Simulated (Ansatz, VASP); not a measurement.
## Two plane-wave programs on CuO

Contents of INCAR:

```
PREC = Accurate
ENCUT = 600
EDIFF = 1E-6
ISMEAR = 0
SIGMA = 0.05
LREAL = False
LASPH = True
NELM = 200
ALGO = Normal
ISIF = 2
LWAVE = False
LCHARG = True
ISPIN = 2
MAGMOM = 0.28 0.73
LORBIT = 11
LMAXMIX = 4
LDAU = True
LDAUTYPE = 2
LDAUL = 2 -1
LDAUU = 8 0
LDAUJ = 0 0
LDAUPRINT = 1
GGA = CA
LELF = True
LVHAR = True
NBANDS = 20
GGA_COMPAT = False
```

The input KPOINTS:

```
Automatic mesh
0
Gamma
  7 7 7
```

Contents of POSCAR:

```
CuO
1.0
    2.5525506100      0.0000000000      0.0000000000
    0.0000000000      2.5525506100      0.0000000000
    0.0000000000      0.0000000000      2.5525506100
Cu O
1 1
Direct
    0.0000000000      0.0000000000      0.0000000000
    0.5000000000      0.5000000000      0.5000000000
```

Input for Ansatz:

```yaml
crystal:
  lattice:
    - [2.55255061, 0.0, 0.0]
    - [0.0, 2.55255061, 0.0]
    - [0.0, 0.0, 2.55255061]
  atoms:
    - { symbol: Cu, position: [0.0, 0.0, 0.0], spin: 0.5 }
    - { symbol: O, position: [0.5, 0.5, 0.5] }
basis:
  ecutwfc: 420
  ecutrho_ratio: 4
kpoints:
  mp_grid: { grid: [7, 7, 7] }
hamiltonian:
  xc: lda
  hubbard: { sites: [{ site: 0, l: d, u_eff: 8.0 }] }
scf:
  occupations: { method: gaussian, width: 0.05 }
  lower_state_search: "off"
  max_iter: 150
output:
  forces: true
  stress: true
  eigenvalues: true
  populations: true
  hubbard: { sites: [{ site: 0, l: d }] }
magnetization:
  spin_polarized: true
  initial_magnetization: 0.5
  spin_locking: { lock_magnetization: soft, n_iters: 12 }
```

Alike in both runs: task single point; functional LDA; k mesh 7 × 7 × 7; occupations gaussian, width 0.05 eV; collinear spin; Hubbard terms Cu d U = 8.0 eV.

|  | VASP | Ansatz |
| --- | --- | --- |
| version | VASP 6.6.1 | Ansatz 0.2.0 |
| potentials or method | VASP PAW LDA potentials, release 64 (Cu, O), cutoff 600 eV | scalar-relativistic, plane waves, PAW |
| valence electrons in the cell | 17 | 25 |

VASP gave:

| Property | Result |
| --- | --- |
| gap on the k mesh at the Fermi level (eV) | none |
| pressure (GPa) | -5.7 |
| net moment per atom (μB) | 0.50 |
| size of the moment on the site where the two differ most (μB) | 0.62 |

Task: What did Ansatz give for the same quantities?

Result: gap on the k mesh at the Fermi level (eV): none; pressure (GPa): 11.0; net moment per atom (μB): 0.50; size of the moment on the site where the two differ most (μB): 0.73.

LDA's correlation is that of Perdew and Zunger in VASP and of Perdew and Wang (1992) in Ansatz. Site moments also hang on the region over which each program counts them. The programs project onto different local orbitals, so the same U acts differently, and such runs can settle in different states. A gap of «none» marks a metal or a gap that the smearing closes. VASP's potentials hold 17 valence electrons a cell and Ansatz's 25, so a difference there can come from the potentials and not from the codes. Ansatz's warnings: filled band counts differ across k points, stress scf threshold loose.
